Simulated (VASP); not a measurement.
# C (P6_3/mmc) in VASP: further runs

Runs on C. Level: PBEsol. Tasks: single point, relaxation of cell and atoms.

Everything below comes from runs of VASP 6.6.1. Logs are shortened: lines on timing, memory, paths and dates and some standing lists are left out, and cuts for length are marked.

## 1. The cell of the first run

The structure is hexagonal, space group P6_3/mmc (No. 194). Conventional cell: a = 2.459 Å, b = 2.459 Å, c = 7.191 Å, α = 90.00°, β = 90.00°, γ = 120.00°. Within 1.9 Å of C (site symmetry -6m2) lie 3 C at 1.42 Å. Within 1.9 Å of C (site symmetry -6m2) lie 3 C at 1.42 Å.

## 2. Single point, PBEsol

Input file INCAR:

```
PREC     = Accurate       # precision mode
ENCUT    = 520            # plane-wave cutoff, eV
EDIFF    = 1E-6           # SCF threshold, eV
ISMEAR   = 0              # smearing method
SIGMA    = 0.05           # smearing width, eV
LREAL    = False          # projectors in reciprocal space
LASPH    = True           # aspherical terms in the spheres
NELM     = 80             # most SCF steps
ALGO     = Normal         # electronic algorithm
ISIF     = 2              # what is computed and relaxed
LWAVE    = False          # write WAVECAR
LCHARG   = False          # write CHGCAR
GGA      = PS             # functional
NBANDS   = 16             # bands
```

Input file KPOINTS:

```
Automatic mesh
0
Gamma
  20 20 6
```

Input file POSCAR:

```
C
1.0
    2.4588431029      0.0000000000      0.0000000000
   -1.2294215515      2.1294205911      0.0000000000
    0.0000000000      0.0000000000      7.1913119016
C
4
Direct
    0.0000000000      0.0000000000      0.2500000000
    0.0000000000      0.0000000000      0.7500000000
    0.3333333333      0.6666666667      0.2500000000
    0.6666666667      0.3333333333      0.7500000000
```

Potentials or basis: VASP PAW PBE potentials, release 64 (C).

The run is started by

```bash
$ cat potpaw_PBE.64/C/POTCAR > POTCAR
$ mpirun -np 1 vasp_std > vasp.out
```

OUTCAR:

```text
PREC = Accurate
   ENCUT = 520
   EDIFF = 1E-6
   ISMEAR = 0
   LREAL = False
   LASPH = True
   NELM = 80
   ISIF = 2
   GGA = PS

 ion  position               nearest neighbor table
   1  0.000  0.000  0.250-   3 1.42   3 1.42   3 1.42
   2  0.000  0.000  0.750-   4 1.42   4 1.42   4 1.42
   3  0.333  0.667  0.250-   1 1.42   1 1.42   1 1.42
   4  0.667  0.333  0.750-   2 1.42   2 1.42   2 1.42

  LATTYP: Found a hexagonal cell.
 ALAT       =     2.4588431029
 C/A-ratio  =     2.9246729460

  Lattice vectors:

 A1 = (   2.4588431029,   0.0000000000,   0.0000000000)
 A2 = (  -1.2294215515,   2.1294205911,   0.0000000000)
 A3 = (   0.0000000000,   0.0000000000,   7.1913119016)

Analysis of symmetry for initial positions (statically):
=====================================================================
 Subroutine PRICEL returns:
 Original cell was already a primitive cell.

 Routine SETGRP: Setting up the symmetry group for a
 hexagonal supercell.

 Subroutine GETGRP returns: Found 24 space group operations
 (whereof 12 operations were pure point group operations)
 out of a pool of 24 trial point group operations.

The static configuration has the point symmetry D_3d.
 The point group associated with its full space group is D_6h.

Analysis of symmetry for dynamics (positions and initial velocities):
=====================================================================
 Subroutine PRICEL returns:
 Original cell was already a primitive cell.

 Routine SETGRP: Setting up the symmetry group for a
 hexagonal supercell.

 Subroutine GETGRP returns: Found 24 space group operations
 (whereof 12 operations were pure point group operations)
 out of a pool of 24 trial point group operations.

The dynamic configuration has the point symmetry D_3d.
 The point group associated with its full space group is D_6h.

 Subroutine INISYM returns: Found 24 space group operations
 (whereof 12 operations are pure point group operations),
 and found     1 'primitive' translations

----------------------------------------------------------------------------------------

                                     Primitive cell

  volume of cell :      37.6531

  direct lattice vectors                    reciprocal lattice vectors
     2.458843103  0.000000000  0.000000000     0.406695327  0.234805657  0.000000000
    -1.229421551  2.129420591  0.000000000     0.000000000  0.469611313  0.000000000
     0.000000000  0.000000000  7.191311902     0.000000000  0.000000000  0.139056686

  length of vectors
     2.458843103  2.458843103  7.191311902     0.469611313  0.469611313  0.139056686

  position of ions in fractional coordinates (direct lattice)
     0.000000000  0.000000000  0.250000000
     0.000000000  0.000000000  0.750000000
     0.333333333  0.666666667  0.250000000
     0.666666667  0.333333333  0.750000000

  ion indices of the primitive-cell ions
   primitive index   ion index
                 1           1
                 2           2
                 3           3
                 4           4

----------------------------------------------------------------------------------------

 KPOINTS: Automatic mesh

Automatic generation of k-mesh.
 Grid dimensions read from file:
 generate k-points for:   20   20    6

 Generating k-lattice:

  Cartesian coordinates                     Fractional coordinates (reciprocal lattice)
     0.020334766  0.011740283  0.000000000     0.050000000  0.000000000  0.000000000
     0.000000000  0.023480566  0.000000000     0.000000000  0.050000000  0.000000000
     0.000000000  0.000000000  0.023176114     0.000000000  0.000000000  0.166666667

  Length of vectors
     0.023480566  0.023480566  0.023176114

  Shift w.r.t. Gamma in fractional coordinates (k-lattice)
     0.000000000  0.000000000  0.000000000

 Subroutine IBZKPT returns following result:
 ===========================================

 Found    176 irreducible k-points:

 Following reciprocal coordinates:
            Coordinates               Weight
  0.000000  0.000000  0.000000      1.000000
  0.050000  0.000000  0.000000      6.000000
  0.100000  0.000000  0.000000      6.000000
  0.150000  0.000000  0.000000      6.000000
  0.200000  0.000000  0.000000      6.000000
  0.250000  0.000000  0.000000      6.000000
[... 16 lines left out ...]
  0.200000  0.100000  0.000000     12.000000
  0.250000  0.100000  0.000000     12.000000
 [... further k-points ...]
   k-points           NKPTS =    176   k-points in BZ     NKDIM =    176   number of bands    NBANDS=     16
   number of dos      NEDOS =    301   number of ions     NIONS =      4
   total plane-waves  NPLWV =  17496
   dimension x,y,z NGX =    18 NGY =   18 NGZ =   54
   dimension x,y,z NGXF=    36 NGYF=   36 NGZF=  108
   ions per type =               4
   NGX,Y,Z   is equivalent  to a cutoff of  12.17, 12.17, 12.48 a.u.
   NGXF,Y,Z  is equivalent  to a cutoff of  24.34, 24.34, 24.97 a.u.
 SYSTEM =  unknown system
   PREC   = accura    normal or accurate (medium, high low for compatibility)
   ISTART =      0    job   : 0-new  1-cont  2-samecut
   ICHARG =      2    charge: 1-file 2-atom 10-const
   ISPIN  =      1    spin polarized calculation?
   LNONCOLLINEAR =      F non collinear calculations
   LSORBIT =      F    spin-orbit coupling
   LASPH  =      T    aspherical Exc in radial PAW
   ENCUT  =  520.0 eV  38.22 Ry    6.18 a.u.   4.57  4.57 13.37*2*pi/ulx,y,z
   NELM   =     80;   NELMIN=  2; NELMDL= -5     # of ELM steps
   EDIFF  = 0.1E-05   stopping-criterion for ELM
   LREAL  =      F    real-space projection
   EDIFFG = 0.1E-04   stopping-criterion for IOM
   NSW    =      0    number of steps for IOM
   IBRION =     -1    ionic relax: 0-MD 1-quasi-New 2-CG
   NFREE  =      0    steps in history (QN), initial steepest desc. (CG)
   ISIF   =      2    stress and relaxation
   ISYM   =      2    0-nonsym 1-usesym 2-fastsym
   POTIM  = 0.5000    time-step for ionic-motion
   TEBEG  =    0.0;   TEEND  =   0.0 temperature during run
   PSTRESS=    0.0 pullay stress
   NELECT =      16.0000    total number of electrons
   NUPDOWN=      -1.0000    fix difference up-down
   EMIN   =  10.00;   EMAX   =-10.00  energy-range for DOS
   EFERMI =   0.00;   METHOD = LEGACY
   ISMEAR =     0;   SIGMA  =   0.05  broadening in eV -4-tet -1-fermi 0-gaus
   EFERMI_NEDOS =   21; number of points for ismear=-14 and -15
   IALGO  =     38    algorithm
   IMIX   =      4    mixing-type and parameters
     AMIX     =   0.40;   BMIX     =  1.00
     AMIX_MAG =   1.60;   BMIX_MAG =  1.00
  volume/ion in A,a.u.               =       9.41        63.52
  Fermi-wavevector in a.u.,A,eV,Ry     =   1.230783  2.325842 20.610458  1.514826
  Thomas-Fermi vector in A             =   2.365618
   LORBIT       =      0    0 simple, 1 ext, 2 COOP (PROOUT), +10 PAW based schemes
   GGA     = PS    functional components
   LHFCALC =     F    Hartree Fock is set to
   AEXX    =    0.0000 exact exchange contribution
   IVDW    =     0    specifies the selected vdW correction
   LEPSILON=     F    determine dielectric tensor
   LRPA    =     F    only Hartree local field effects (RPA)
 non-spin polarized calculation
 Gauss-broadening in eV      SIGMA  =   0.05
  energy-cutoff  :      520.00
  volume of cell :       37.65
 maximum number of plane-waves:      1036
   NGX =  9   NGY =  9   NGZ = 27

 number of electron      15.9999994 magnetization

 Free energy of the ion-electron system (eV)
  ---------------------------------------------------
  ext. energy  EPLUGINS =         0.00000000
  ---------------------------------------------------
  free energy    TOTEN  =       -38.58135307 eV

  energy without entropy =      -38.58135307  energy(sigma->0) =      -38.58135307

 E-fermi :   4.0382     XC(G=0): -10.0722

 val. band max:        3.7631923033   @ k =   0.3500   0.3000   0.0000
 cond. band min:       4.4120322737   @ k =   0.3500   0.3000   0.0000
 fundamental gap:      0.6488399704
 Fermi energy:         4.0382077623

 k-point     1 :       0.0000    0.0000    0.0000
  band No.  band energies     occupation
      1     -15.5642      2.00000
      2     -15.3875      2.00000
      3      -4.3010      2.00000
      4      -2.9064      2.00000
      5       1.0710      2.00000
      6       1.0710      2.00000
[... 8 lines left out ...]
     15      15.5719      0.00000
     16      15.6934      0.00000

 k-point     2 :       0.0500    0.0000    0.0000
  band No.  band energies     occupation
      1     -15.5044      2.00000
      2     -15.3285      2.00000
      3      -4.2282      2.00000
      4      -2.8371      2.00000
      5       0.8264      2.00000
      6       0.8385      2.00000
[... 8 lines left out ...]
     15      15.3567      0.00000
     16      15.4871      0.00000

 k-point     3 :       0.1000    0.0000    0.0000
  band No.  band energies     occupation
      1     -15.3252      2.00000
      2     -15.1515      2.00000
      3      -4.0103      2.00000
      4      -2.6299      2.00000
      5       0.1450      2.00000
      6       0.1647      2.00000
[... 8 lines left out ...]
     15      14.7388      0.00000
     16      14.9002      0.00000

 k-point     4 :       0.1500    0.0000    0.0000
  band No.  band energies     occupation
      1     -15.0275      2.00000
      2     -14.8573      2.00000
      3      -3.6490      2.00000
      4      -2.2872      2.00000
      5      -0.8561      2.00000
      6      -0.8262      2.00000
[... 8 lines left out ...]
     15      14.5294      0.00000
     16      14.5559      0.00000
[... 324 lines left out ...]
 k-point    22 :       0.1500    0.1000    0.0000
  band No.  band energies     occupation
      1     -14.4349      2.00000
      2     -14.2717      2.00000
      3      -2.9340      2.00000
      4      -2.2130      2.00000
      5      -2.1832      2.00000
      6      -1.6119      2.00000
[... 8 lines left out ...]
     15      15.2284      0.00000
     16      15.3083      0.00000

 k-point    23 :       0.2000    0.1000    0.0000
  band No.  band energies     occupation
      1     -13.9055      2.00000
      2     -13.7483      2.00000
      3      -3.3892      2.00000
      4      -3.3435      2.00000
      5      -2.3009      2.00000
      6      -1.6434      2.00000
[... 8 lines left out ...]
     15      16.2852      0.00000
     16      16.4623      0.00000

 k-point    24 :       0.2500    0.1000    0.0000
  band No.  band energies     occupation
      1     -13.2640      2.00000
      2     -13.1138      2.00000
      3      -4.6509      2.00000
      4      -4.5904      2.00000
      5      -2.1597      2.00000
      6      -2.1270      2.00000
[... 8 lines left out ...]
     15      17.3917      0.00000
     16      17.8181      0.00000

 [... further k-points ...]
[... 5 lines left out ...]
  --------------------------------------------------------------------------------------
  -------------------------------------------------------------------------------------
  Total        0.2280590      0.2280590      0.0086255     -0.0000000     -0.0000000      0.0000000
  in kB        9.7041471      9.7041471      0.3670243     -0.0000000     -0.0000000      0.0000000
  external PRESSURE =       6.5917728 kB  Pullay stress =       0.0000000 kB

 VOLUME and BASIS-vectors are now :
 -----------------------------------------------------------------------------
  energy-cutoff  :      520.00
  volume of cell :       37.65
      direct lattice vectors                 reciprocal lattice vectors
     2.458843103  0.000000000  0.000000000     0.406695327  0.234805657  0.000000000
    -1.229421551  2.129420591  0.000000000     0.000000000  0.469611313  0.000000000
     0.000000000  0.000000000  7.191311902     0.000000000  0.000000000  0.139056686

 POSITION                                       TOTAL-FORCE (eV/Angst)
 -----------------------------------------------------------------------------------
      0.00000      0.00000      1.79783        -0.000000     -0.000000      0.000000
      0.00000      0.00000      5.39348         0.000000      0.000000      0.000000
     -0.00000      1.41961      1.79783        -0.000000      0.000000     -0.000000
      1.22942      0.70981      5.39348         0.000000      0.000000     -0.000000
 -----------------------------------------------------------------------------------
    total drift:                                0.000000     -0.000000      0.000000

  FREE ENERGIE OF THE ION-ELECTRON SYSTEM (eV)
  ---------------------------------------------------
  free  energy   TOTEN  =       -38.5813530690 eV

  energy  without entropy=      -38.5813530690  energy(sigma->0) =      -38.58135307
```

It took 66 s on 1 thread of Intel Xeon Platinum 8259CL at 2.50GHz (Skylake/Cascade Lake), shared host; peak memory 0.19 GiB.

Results:

* Free energy: -38.5814 eV
* Pressure: 0.7 GPa
* Band gap on the k mesh: 0.65 eV, direct

Levels at points of the mesh, in eV from the valence-band top:
```tsv
k point	band 6	band 7	band 8	band 9	band 10	band 11
(0.00, 0.00, 0.00)	-2.69	-2.68	-2.68	3.85	8.64	8.64
(0.50, 0.00, 0.00)	-6.10	-2.35	-1.88	1.76	2.30	7.62
(0.00, 0.00, 0.50)	-2.69	-2.69	-2.69	6.01	6.01	8.66
(0.50, 0.00, 0.50)	-6.11	-2.08	-2.08	1.92	1.92	7.74
```

Caveat: the PAW data sets were made with another functional, which shifts forces and pressure a little; this functional lacks dispersion, which binds the layers, so the pressure and a relaxed spacing across them are unreliable.

## 3. Relaxation of cell and atoms, PBEsol

This run uses another cell than the first one, of 8.82 Å³/atom, 0.937 times its volume.

Input file INCAR:

```
ALGO     = Normal         # electronic algorithm
EDIFF    = 1E-6           # SCF threshold, eV
EDIFFG   = -0.01          # ionic threshold
ENCUT    = 600            # plane-wave cutoff, eV
GGA      = PS             # functional
IBRION   = 2              # ionic algorithm
ISIF     = 3              # what is computed and relaxed
ISMEAR   = 0              # smearing method
LASPH    = T              # aspherical terms in the spheres
LCHARG   = F              # write CHGCAR
LREAL    = F              # projectors in reciprocal space
LWAVE    = F              # write WAVECAR
NELM     = 100            # most SCF steps
NSW      = 80             # ionic steps
PREC     = Accurate       # precision mode
SIGMA    = 0.05           # smearing width, eV
```

Input file KPOINTS:

```
k-points
0
Gamma
  20 20 6
```

Input file POSCAR:

```
C
1.0
    2.4640000000      0.0000000000      0.0000000000
   -1.2320000000      2.1338865949      0.0000000000
    0.0000000000      0.0000000000      6.7110000000
C
4
Direct
    0.0000000000      0.0000000000      0.2500000000
    0.0000000000      0.0000000000      0.7500000000
    0.3333333333      0.6666666667      0.2500000000
    0.6666666667      0.3333333333      0.7500000000
```

Potentials or basis: VASP PAW PBE potentials, release 64 (C).

The run is started by

```bash
$ cat potpaw_PBE.64/C/POTCAR > POTCAR
$ mpirun -np 1 vasp_std > vasp.out
```

Run time: 6 min. Hardware: 1 thread of Intel Xeon Platinum 8259CL at 2.50GHz (Skylake/Cascade Lake), shared host; peak memory 0.2 GiB.

It converged, with:

* Free energy: -38.5865 eV
* Relaxed volume: 9.32 Å³/atom
* Relaxed cell: a = 2.460 Å, b = 2.460 Å, c = 7.112 Å, α = 90.00°, β = 90.00°, γ = 120.00°
* Space group after relaxing (to 0.05 Å): P6_3/mmc (No. 194)
* Energy gained by relaxing: 1.8 meV/atom
* Ionic steps: 9
* Pressure after relaxing: 0.0 GPa
* Band gap on the k mesh: 0.64 eV, direct

Step by step:
| step | energy change (eV) | largest force (eV/Å) | pressure (GPa) | volume (Å³) |
| --- | --- | --- | --- | --- |
| 1 | 0.0000 | 0.0000 | -1.11 | 35.29 |
| 2 | 0.0032 | 0.0000 | 3.82 | 34.97 |
| 3 | -0.0011 | 0.0000 | 0.51 | 35.18 |
| 4 | -0.0017 | 0.0000 | 0.48 | 35.28 |
| 5 | -0.0032 | 0.0000 | 0.33 | 35.56 |
| 6 | -0.0054 | 0.0000 | 0.06 | 36.13 |
| 7 | -0.0069 | 0.0000 | -0.38 | 37.28 |
| 8 | -0.0012 | 0.0000 | 3.63 | 37.23 |
| 9 | -0.0070 | 0.0000 | 0.03 | 37.27 |

Final structure:
```
CELL_PARAMETERS angstrom
2.45995 0.00000 0.00000
-1.22997 2.13038 0.00000
0.00000 0.00000 7.11239
ATOMIC_POSITIONS crystal
C 0.00000 0.00000 0.25000
C 0.00000 0.00000 0.75000
C 0.33333 0.66667 0.25000
C 0.66667 0.33333 0.75000
```

Levels at points of the mesh, in eV from the valence-band top:
```tsv
k point	band 4	band 5	band 6	band 7	band 8	band 9	band 10	band 11	band 12
(0.00, 0.00, 0.00)	-6.62	-2.70	-2.70	-2.69	-2.69	3.92	8.63	8.63	8.66
(0.50, 0.00, 0.00)	-12.94	-6.13	-6.09	-2.37	-1.87	1.76	2.32	7.59	7.85
(0.00, 0.00, 0.50)	-7.42	-2.69	-2.69	-2.69	-2.69	6.15	6.15	8.64	8.64
(0.50, 0.00, 0.50)	-12.98	-6.11	-6.11	-2.09	-2.09	1.92	1.92	7.72	7.72
```

Caveat: the PAW data sets were made with another functional, which shifts forces and pressure a little; this functional lacks dispersion, which binds the layers, so the pressure and a relaxed spacing across them are unreliable. A k mesh can miss the band edges.
